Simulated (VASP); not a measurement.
**AlN: single point with r2SCAN**

AlN:

```
Al N
1.0
     0.00000    1.98366    1.93279
     1.98366    0.00000    1.93279
     1.98366    1.98366    0.00000
Al N
1 1
Direct
  0.50000 0.50000 0.50000
  0.00000 0.00000 0.00000
```

This cell differs from its parent crystal: strain -0.025 along x and y, -0.050 along z.

```
Program                : VASP 6.6.1
Task                   : single point
Functional             : r2SCAN
Potentials or basis    : VASP PAW PBE potentials, release 64 (Al, N)
Cutoff                 : 520 eV
k mesh                 : 10 × 10 × 10
Occupations            : gaussian, width 0.05 eV
Spin                   : no spin polarisation
Dipole correction      : no
Further INCAR settings : ALGO = Normal; EDIFF = 1e-06; NBANDS = 11
```

```json
{
 "Pressure": "24.9 GPa",
 "Band gap on the k mesh": "5.59 eV, indirect (least direct gap 7.73 eV)"
}
```

Stress tensor (GPa, compression positive):
```
20.81  0.00  0.00
 0.00 20.81  0.00
 0.00  0.00 33.13
```

Levels at points of the mesh, in eV from the valence-band top:
```tsv
k point	band 2	band 3	band 4	band 5	band 6	band 7
(0.00, 0.00, 0.00)	-0.19	0.00	0.00	7.73	13.01	13.01
(0.50, 0.00, 0.00)	-9.07	-1.45	-1.33	7.38	12.23	12.94
(0.50, 0.50, 0.00)	-8.10	-3.33	-3.33	5.59	6.13	16.62
(0.50, 0.00, 0.50)	-8.24	-3.28	-2.93	5.87	6.39	16.29
```

Wall time 23 s on 1 thread of Intel(R) Xeon(R) 6975P-C (Granite Rapids), on a shared host, peak memory 0.14 GiB.

Caveat: the cell differs from its parent crystal (strain -0.025 along x and y, -0.050 along z); the PAW data sets were made with another functional, which shifts forces and pressure a little. A k mesh can miss the band edges.
